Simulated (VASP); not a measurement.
# Mg2O (P4/mmm) in VASP: relaxation of cell and atoms with PBE

Aim: the relaxation of cell and atoms of Mg2O with PBE.

Program: VASP 6.6.1. These are calculated values, not measurements. Logs are shortened: lines on timing, memory, paths and dates and some standing lists are left out, and cuts for length are marked.

**1. The cell of the first run**

It takes space group P4/mmm (No. 123, tetragonal). Conventional cell: a = 3.132 Å, b = 3.132 Å, c = 4.509 Å, α = 90.00°, β = 90.00°, γ = 90.00°. Within 2.9 Å of Mg (site symmetry 4mm) lie 2 Mg at 2.16 to 2.34 Å and 4 O at 2.51 Å. Within 3.3 Å of O (site symmetry 4/mmm) lie 8 Mg at 2.51 Å and 4 O at 3.13 Å.

The cell was built from a structure type or drawn by symmetry, and may not be a known phase.

**2. Relaxation of cell and atoms, PBE**

File INCAR:

```
SYSTEM = Mg2O
PREC = Accurate
ENCUT = 600
EDIFF = 1E-7
ISMEAR = 0
SIGMA = 0.2
LREAL = .FALSE.
LASPH = .TRUE.
NELM = 120
ALGO = Normal
ISIF = 3
LWAVE = .FALSE.
LCHARG = .FALSE.
GGA = PE
IBRION = 2
NSW = 36
EDIFFG = -0.08
GGA_COMPAT = .FALSE.
NELMIN = 4
```

File KPOINTS:

```
Automatic mesh
0
G
  6 6 4
  0 0 0
```

File POSCAR:

```
Mg2O
1.0
    3.1323168300      0.0000000000      0.0000000000
    0.0000000000      3.1323168300      0.0000000000
    0.0000000000      0.0000000000      4.5090875100
Mg O
2 1
Direct
    0.5000000000      0.5000000000      0.7400197200
    0.5000000000      0.5000000000      0.2599802800
    0.0000000000      0.0000000000      0.0000000000
```

Potentials or basis: VASP PAW PBE potentials, release 64 (Mg, O).

Launch:

```sh
$ cat potpaw_PBE.64/Mg/POTCAR potpaw_PBE.64/O/POTCAR > POTCAR
$ mpirun -np 1 vasp_std > vasp.out
```

OUTCAR:

```text
SYSTEM = Mg2O
   PREC = Accurate
   ENCUT = 600
   EDIFF = 1E-7
   ISMEAR = 0
   LREAL = .FALSE.
   LASPH = .TRUE.
   NELM = 120
   ISIF = 3
   GGA = PE
   IBRION = 2
   NSW = 36
   EDIFFG = -0.08
   NELMIN = 4

 ion  position               nearest neighbor table
   1  0.500  0.500  0.740-   2 2.16   2 2.34   3 2.51   3 2.51   3 2.51   3 2.51
   2  0.500  0.500  0.260-   1 2.16   1 2.34   3 2.51   3 2.51   3 2.51   3 2.51
   3  0.000  0.000  0.000-   1 2.51   2 2.51   1 2.51   2 2.51   1 2.51   2 2.51   1 2.51   2 2.51

  LATTYP: Found a simple tetragonal cell.
 ALAT       =     3.1323168300
 C/A-ratio  =     1.4395374908

  Lattice vectors:

 A1 = (   3.1323168300,   0.0000000000,   0.0000000000)
 A2 = (   0.0000000000,   3.1323168300,   0.0000000000)
 A3 = (   0.0000000000,   0.0000000000,   4.5090875100)

Analysis of symmetry for initial positions (statically):
=====================================================================
 Subroutine PRICEL returns:
 Original cell was already a primitive cell.

 Routine SETGRP: Setting up the symmetry group for a
 simple tetragonal supercell.

 Subroutine GETGRP returns: Found 16 space group operations
 (whereof 16 operations were pure point group operations)
 out of a pool of 16 trial point group operations.

The static configuration has the point symmetry D_4h.

Analysis of symmetry for dynamics (positions and initial velocities):
=====================================================================
 Subroutine PRICEL returns:
 Original cell was already a primitive cell.

 Routine SETGRP: Setting up the symmetry group for a
 simple tetragonal supercell.

 Subroutine GETGRP returns: Found 16 space group operations
 (whereof 16 operations were pure point group operations)
 out of a pool of 16 trial point group operations.

The dynamic configuration has the point symmetry D_4h.

 Subroutine INISYM returns: Found 16 space group operations
 (whereof 16 operations are pure point group operations),
 and found     1 'primitive' translations

----------------------------------------------------------------------------------------

                                     Primitive cell

  volume of cell :      44.2405

  direct lattice vectors                    reciprocal lattice vectors
     3.132316830  0.000000000  0.000000000     0.319252507  0.000000000  0.000000000
     0.000000000  3.132316830  0.000000000     0.000000000  0.319252507  0.000000000
[... 98 lines left out ...]
   NELECT =      10.0000    total number of electrons
   NUPDOWN=      -1.0000    fix difference up-down
   EMIN   =  10.00;   EMAX   =-10.00  energy-range for DOS
   EFERMI =   0.00;   METHOD = LEGACY
   ISMEAR =     0;   SIGMA  =   0.20  broadening in eV -4-tet -1-fermi 0-gaus
   EFERMI_NEDOS =   21; number of points for ismear=-14 and -15
   IALGO  =     38    algorithm
   IMIX   =      4    mixing-type and parameters
     AMIX     =   0.40;   BMIX     =  1.00
     AMIX_MAG =   1.60;   BMIX_MAG =  1.00
  volume/ion in A,a.u.               =      14.75        99.52
  Fermi-wavevector in a.u.,A,eV,Ry     =   0.997244  1.884518 13.530937  0.994496
  Thomas-Fermi vector in A             =   2.129387
   LORBIT       =      0    0 simple, 1 ext, 2 COOP (PROOUT), +10 PAW based schemes
   GGA     = PE    functional components
   LHFCALC =     F    Hartree Fock is set to
   AEXX    =    0.0000 exact exchange contribution
   IVDW    =     0    specifies the selected vdW correction
   LEPSILON=     F    determine dielectric tensor
   LRPA    =     F    only Hartree local field effects (RPA)
 conjugate gradient relaxation of ions
 non-spin polarized calculation
 Gauss-broadening in eV      SIGMA  =   0.20
  energy-cutoff  :      600.00
  volume of cell :       44.24
 maximum number of plane-waves:      1492
 NGX is ok and might be reduce to    28
   NGX = 13   NGY = 13   NGZ = 19

--------------------------------------- Ionic step        1  -------------------------------------------

 number of electron      10.0000000 magnetization

 Free energy of the ion-electron system (eV)
  ---------------------------------------------------
  ext. energy  EPLUGINS =         0.00000000
  ---------------------------------------------------
  free energy    TOTEN  =        -8.87401398 eV

  energy without entropy =       -8.85882326  energy(sigma->0) =       -8.86641862

------------------------ aborting loop because EDIFF is reached ----------------------------------------

  FORCE on cell =-STRESS in cart. coord.  units (eV):
  Direction    XX          YY          ZZ          XY          YZ          ZX
  --------------------------------------------------------------------------------------
  -------------------------------------------------------------------------------------
  Total       -5.4806308     -5.4806308     16.4258701      0.0000000      0.0000000     -0.0000000
  in kB     -198.4819864   -198.4819864    594.8657070      0.0000000      0.0000000     -0.0000000
  external PRESSURE =      65.9672448 kB  Pullay stress =       0.0000000 kB
[... 283 lines left out ...]
--------------------------------------- Ionic step        9  -------------------------------------------

 number of electron       9.9999997 magnetization

 Free energy of the ion-electron system (eV)
  ---------------------------------------------------
  ext. energy  EPLUGINS =         0.00000000
  ---------------------------------------------------
  free energy    TOTEN  =       -11.11053613 eV

  energy without entropy =      -11.10188638  energy(sigma->0) =      -11.10621125

 E-fermi :   4.8431     XC(G=0):  -9.6917

 val. band max:        4.8100718577   @ k =   0.0000   0.0000   0.2500
 cond. band min:       4.8562232768   @ k =   0.5000   0.1667   0.2500
 fundamental gap:      0.0461514192
 Fermi energy:         4.8431015892

 k-point     1 :       0.0000    0.0000    0.0000
  band No.  band energies     occupation
      1     -15.1732      2.00000
      2      -2.0220      2.00000
      3      -0.8589      2.00000
      4       1.1764      2.00000
      5       1.1764      2.00000
      6       6.4662      0.00000
      7       7.1207      0.00000
      8      12.5274      0.00000
      9      13.4410      0.00000
[... 265 lines left out ...]
 k-point    24 :       0.5000    0.0000    0.5000
  band No.  band energies     occupation
      1     -14.4289      2.00000
      2      -2.9097      2.00000
      3      -0.8652      2.00000
      4       1.5818      2.00000
      5       3.2338      2.00000
      6       5.1843      0.01585
      7       7.4454      0.00000
      8       9.4021      0.00000
      9      11.9335      0.00000

 [... further k-points ...]
[... 5 lines left out ...]
  --------------------------------------------------------------------------------------
  -------------------------------------------------------------------------------------
  Total       -0.0067885     -0.0067885      0.0212728      0.0000000      0.0000000     -0.0000000
  in kB       -0.2578299     -0.2578299      0.8079485      0.0000000      0.0000000     -0.0000000
  external PRESSURE =       0.0974295 kB  Pullay stress =       0.0000000 kB
[... 18 lines left out ...]
  FREE ENERGIE OF THE ION-ELECTRON SYSTEM (eV)
  ---------------------------------------------------
  free  energy   TOTEN  =       -11.1105361332 eV

  energy  without entropy=      -11.1018863751  energy(sigma->0) =      -11.10621125

 reached required accuracy - stopping structural energy minimisation
```

Wall time 38 s (1 thread of Intel Xeon 6975P-C (Granite Rapids), shared host); peak memory 0.18 GiB.

What came out:

| Item | Value |
| --- | --- |
| Free energy | -11.1105 eV |
| Relaxed volume | 14.06 Å³/atom |
| Relaxed cell | a = 2.800 Å, b = 2.800 Å, c = 5.380 Å, α = 90.00°, β = 90.00°, γ = 90.00° |
| Space group after relaxing (to 0.1 Å) | P4/mmm (No. 123) |
| Energy gained by relaxing | 745.5 meV/atom |
| Ionic steps | 9 |
| Pressure after relaxing | 0.0 GPa |
| Largest force after relaxing | 0.026 eV/Å |
| Band gap on the k mesh | zero (bands 5 and 6 overlap by 3.72 eV) |

Forces in eV/Å, atoms in the order of the input:
```
Mg   0.000  0.000  0.026
Mg   0.000  0.000 -0.026
O    0.000  0.000  0.000
```

Step by step:
```
step  energy change (eV)  largest force (eV/Å)  pressure (GPa)  volume (Å³)
   1              0.0000                2.6550            6.60        44.24
   2             -2.1130                0.5382           -4.31        46.50
   3             -2.1385                0.6025           -4.51        46.35
   4             -2.1402                0.6023           -4.50        46.37
   5             -2.2148                0.2086           -1.71        43.67
   6             -2.2164                0.1445           -1.17        43.26
   7             -2.2349                0.1583            0.28        42.17
   8             -2.2351                0.1554            0.50        42.02
   9             -2.2365                0.0260            0.01        42.18
```

Final structure:
```yaml
crystal:
  lattice:
    - [2.80009, 0.00000, 0.00000]
    - [0.00000, 2.80009, 0.00000]
    - [0.00000, 0.00000, 5.38032]
  atoms:
    - { symbol: Mg, position: [0.50000, 0.50000, 0.75605] }
    - { symbol: Mg, position: [0.50000, 0.50000, 0.24395] }
    - { symbol: O, position: [0.00000, 0.00000, 0.00000] }
```

Levels at points of the mesh, in eV from the Fermi level:
```
           k point  band 3  band 4  band 5  band 6  band 7  band 8
(0.00, 0.00, 0.00)   -5.70   -3.67   -3.67    1.62    2.28    7.68
(0.50, 0.00, 0.00)   -5.46   -3.26   -1.08   -0.77    2.52    5.20
(0.50, 0.50, 0.00)   -6.46   -4.62    1.89    2.96    2.96    4.25
(0.00, 0.00, 0.50)   -3.67   -3.67   -3.14   -1.59    4.10    7.85
(0.50, 0.00, 0.50)   -5.71   -3.26   -1.61    0.34    2.60    4.56
(0.50, 0.50, 0.50)   -6.44   -4.70    2.11    2.11    2.51    3.73
```

Caveat: a cell axis changed by over 15 % at a fixed basis, so the end point is rough.
